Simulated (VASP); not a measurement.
# Be3Cd2O3 (P3m1) in VASP: notebook

The runs below take Be3Cd2O3 through single point, with PBE.

Program: VASP 6.6.1. These are calculated values, not measurements. Logs are shortened: lines on timing, memory, paths and dates and some standing lists are left out, and cuts for length are marked.

## Step 1: The cell of the first run

The structure is trigonal, space group P3m1 (No. 156). Conventional cell: a = 2.768 Å, b = 2.768 Å, c = 15.663 Å, α = 90.00°, β = 90.00°, γ = 120.00°. Within 2.1 Å of Be (site symmetry 3m) lie 3 O at 1.60 Å. Within 2.1 Å of Be (site symmetry 3m) lie 3 O at 1.60 Å. Be (site symmetry 3m) has 3 O at 1.60 Å within 2.1 Å. Cd (site symmetry 3m) has 9 Cd at 2.77 to 3.31 Å within 3.6 Å. Cd (site symmetry 3m) has 9 Cd at 2.77 to 3.31 Å within 3.6 Å. Within 2.1 Å of O (site symmetry 3m) lie 3 Be at 1.60 Å. O (site symmetry 3m) has 3 Be at 1.60 Å within 2.1 Å. Within 2.1 Å of O (site symmetry 3m) lie 3 Be at 1.60 Å.

## Step 2: Single point, PBE

INCAR

```
SYSTEM = Be3Cd2O3
ALGO     = Normal         ! electronic algorithm
EDIFF    = 1E-6           ! SCF threshold, eV
ENCUT    = 600            ! plane-wave cutoff, eV
GGA      = PE             ! functional
GGA_COMPAT= .False.      
ISIF     = 2              ! what is computed and relaxed
ISMEAR   = 0              ! smearing method
LASPH    = .True.         ! aspherical terms in the spheres
LCHARG   = .False.        ! write CHGCAR
LREAL    = .False.        ! projectors in reciprocal space
LWAVE    = .False.        ! write WAVECAR
NBANDS   = 34             ! bands
NELM     = 120            ! most SCF steps
PREC     = Accurate       ! precision mode
SIGMA    = 0.1            ! smearing width, eV
```

KPOINTS

```
k-points
0
Gamma
  6 6 1
  0 0 0
```

POSCAR

```
Be3Cd2O3
1.0
    2.7684736518      0.0000000000      0.0000000000
   -1.3842368259      2.3975685121      0.0000000000
    0.0000000000      0.0000000000     15.6634886656
Be Cd O
3 2 3
Direct
    0.0000000000      0.0000000000      0.3426055113
    0.3333333333      0.6666666667      0.1877712559
    0.0000000000      0.0000000000      0.0280503889
    0.0000000000      0.0000000000      0.5972945293
    0.6666666667      0.3333333333      0.7825576843
    0.0000000000      0.0000000000      0.1872589419
    0.3333333333      0.6666666667      0.0258473355
    0.3333333333      0.6666666667      0.3455143529
```

Potentials or basis: VASP PAW PBE potentials, release 64 (Be, Cd, O).

The run is started by

```console
> cat potpaw_PBE.64/Be/POTCAR potpaw_PBE.64/Cd/POTCAR potpaw_PBE.64/O/POTCAR > POTCAR
> mpirun -np 1 vasp_std > vasp.out
```

OUTCAR:

```text
SYSTEM = Be3Cd2O3
   EDIFF = 1E-6
   ENCUT = 600
   GGA = PE
   ISIF = 2
   ISMEAR = 0
   LASPH = .True.
   LREAL = .False.
   NELM = 120
   PREC = Accurate

 ion  position               nearest neighbor table
   1  0.000  0.000  0.343-   8 1.60   8 1.60   8 1.60
   2  0.333  0.667  0.188-   6 1.60   6 1.60   6 1.60
   3  0.000  0.000  0.028-   7 1.60   7 1.60   7 1.60
   4  0.000  0.000  0.597-   5 3.31   5 3.31   5 3.31
   5  0.667  0.333  0.783-   4 3.31   4 3.31   4 3.31
   6  0.000  0.000  0.187-   2 1.60   2 1.60   2 1.60
   7  0.333  0.667  0.026-   3 1.60   3 1.60   3 1.60
   8  0.333  0.667  0.346-   1 1.60   1 1.60   1 1.60

  LATTYP: Found a hexagonal cell.
 ALAT       =     2.7684736518
 C/A-ratio  =     5.6578066601

  Lattice vectors:

 A1 = (   2.7684736518,   0.0000000000,   0.0000000000)
 A2 = (  -1.3842368259,   2.3975685121,   0.0000000000)
 A3 = (   0.0000000000,   0.0000000000,  15.6634886656)

Analysis of symmetry for initial positions (statically):
=====================================================================
 Subroutine PRICEL returns:
 Original cell was already a primitive cell.

 Routine SETGRP: Setting up the symmetry group for a
 hexagonal supercell.

 Subroutine GETGRP returns: Found  6 space group operations
 (whereof  6 operations were pure point group operations)
 out of a pool of 24 trial point group operations.

The static configuration has the point symmetry C_3v.

Analysis of symmetry for dynamics (positions and initial velocities):
=====================================================================
 Subroutine PRICEL returns:
 Original cell was already a primitive cell.

 Routine SETGRP: Setting up the symmetry group for a
 hexagonal supercell.

 Subroutine GETGRP returns: Found  6 space group operations
 (whereof  6 operations were pure point group operations)
 out of a pool of 24 trial point group operations.

The dynamic configuration has the point symmetry C_3v.

 Subroutine INISYM returns: Found  6 space group operations
 (whereof  6 operations are pure point group operations),
 and found     1 'primitive' translations

[... 89 lines left out ...]
   LREAL  =      F    real-space projection
   EDIFFG = 0.1E-04   stopping-criterion for IOM
   NSW    =      0    number of steps for IOM
   IBRION =     -1    ionic relax: 0-MD 1-quasi-New 2-CG
   NFREE  =      0    steps in history (QN), initial steepest desc. (CG)
   ISIF   =      2    stress and relaxation
   ISYM   =      2    0-nonsym 1-usesym 2-fastsym
   POTIM  = 0.5000    time-step for ionic-motion
   TEBEG  =    0.0;   TEEND  =   0.0 temperature during run
   PSTRESS=    0.0 pullay stress
   NELECT =      48.0000    total number of electrons
   NUPDOWN=      -1.0000    fix difference up-down
   EMIN   =  10.00;   EMAX   =-10.00  energy-range for DOS
   EFERMI =   0.00;   METHOD = LEGACY
   ISMEAR =     0;   SIGMA  =   0.10  broadening in eV -4-tet -1-fermi 0-gaus
   EFERMI_NEDOS =   21; number of points for ismear=-14 and -15
   IALGO  =     38    algorithm
   IMIX   =      4    mixing-type and parameters
     AMIX     =   0.40;   BMIX     =  1.00
     AMIX_MAG =   1.60;   BMIX_MAG =  1.00
  volume/ion in A,a.u.               =      13.00        87.70
  Fermi-wavevector in a.u.,A,eV,Ry     =   1.265286  2.391043 21.782219  1.600948
  Thomas-Fermi vector in A             =   2.398547
   LORBIT       =      0    0 simple, 1 ext, 2 COOP (PROOUT), +10 PAW based schemes
   GGA     = PE    functional components
   LHFCALC =     F    Hartree Fock is set to
   AEXX    =    0.0000 exact exchange contribution
   IVDW    =     0    specifies the selected vdW correction
   LEPSILON=     F    determine dielectric tensor
   LRPA    =     F    only Hartree local field effects (RPA)
 non-spin polarized calculation
 Gauss-broadening in eV      SIGMA  =   0.10
  energy-cutoff  :      600.00
  volume of cell :      103.97
 maximum number of plane-waves:      3543
 NGX is ok and might be reduce to    24
   NGX = 11   NGY = 11   NGZ = 63

 number of electron      48.0000004 magnetization

 Free energy of the ion-electron system (eV)
  ---------------------------------------------------
  ext. energy  EPLUGINS =         0.00000000
  ---------------------------------------------------
  free energy    TOTEN  =       -42.91108063 eV

  energy without entropy =      -42.89610039  energy(sigma->0) =      -42.90359051

 E-fermi :   2.5640     XC(G=0):  -9.8470

 val. band max:        2.5162621873   @ k =   0.3333   0.1667   0.0000
 cond. band min:       4.0241743332   @ k =   0.1667   0.1667   0.0000
 fundamental gap:      1.5079121459
 Fermi energy:         2.5639559351

 k-point     1 :       0.0000    0.0000    0.0000
  band No.  band energies     occupation
      1     -17.4478      2.00000
      2     -16.8632      2.00000
      3     -16.5988      2.00000
      4      -7.3269      2.00000
      5      -7.2491      2.00000
      6      -6.3721      2.00000
[... 248 lines left out ...]
     33      10.8059      0.00000
     34      11.6642      0.00000

------------------------ aborting loop because EDIFF is reached ----------------------------------------

  FORCE on cell =-STRESS in cart. coord.  units (eV):
  Direction    XX          YY          ZZ          XY          YZ          ZX
  --------------------------------------------------------------------------------------
  -------------------------------------------------------------------------------------
  Total       -0.2304351     -0.2304351      0.8904226      0.0000000      0.0000000      0.0000000
  in kB       -3.5510710     -3.5510710     13.7216665      0.0000000      0.0000000      0.0000000
  external PRESSURE =       2.2065082 kB  Pullay stress =       0.0000000 kB

 VOLUME and BASIS-vectors are now :
 -----------------------------------------------------------------------------
  energy-cutoff  :      600.00
  volume of cell :      103.97
      direct lattice vectors                 reciprocal lattice vectors
     2.768473652  0.000000000  0.000000000     0.361209867  0.208544614  0.000000000
    -1.384236826  2.397568512  0.000000000     0.000000000  0.417089228  0.000000000
     0.000000000  0.000000000 15.663488666     0.000000000  0.000000000  0.063842738

 POSITION                                       TOTAL-FORCE (eV/Angst)
 -----------------------------------------------------------------------------------
      0.00000      0.00000      5.36640        -0.000000      0.000000      0.039172
     -0.00000      1.59838      2.94115         0.000000     -0.000000     -0.007749
      0.00000      0.00000      0.43937         0.000000     -0.000000     -0.010253
      0.00000      0.00000      9.35572        -0.000000     -0.000000     -0.235157
      1.38424      0.79919     12.25758        -0.000000     -0.000000      0.231220
      0.00000      0.00000      2.93313        -0.000000     -0.000000      0.010972
     -0.00000      1.59838      0.40486        -0.000000     -0.000000      0.014914
     -0.00000      1.59838      5.41196        -0.000000      0.000000     -0.043119
 -----------------------------------------------------------------------------------
    total drift:                               -0.000000      0.000000     -0.000271

  FREE ENERGIE OF THE ION-ELECTRON SYSTEM (eV)
  ---------------------------------------------------
  free  energy   TOTEN  =       -42.9110806341 eV

  energy  without entropy=      -42.8961003943  energy(sigma->0) =      -42.90359051
```

Run time: 18 s. Hardware: 1 thread of Intel Xeon 6975P-C (Granite Rapids), shared host; peak memory 0.25 GiB.

What came out:

```yaml
Free_energy: -42.9111 eV
Pressure: 0.2 GPa
Largest_force: 0.235 eV/Å
Band_gap_on_the_k_mesh: zero (band 24 reaches 4.96 eV, above the bottom of band 25 at 1.17 eV)
```

Forces on the atoms (eV/Å):
```
Be   0.000  0.000  0.039
Be   0.000  0.000 -0.008
Be   0.000  0.000 -0.010
Cd   0.000  0.000 -0.235
Cd   0.000  0.000  0.231
O    0.000  0.000  0.011
O    0.000  0.000  0.015
O    0.000  0.000 -0.043
```

Caveat: the k points lie up to 0.44 Å⁻¹ apart.

[end of part 1 of 2]
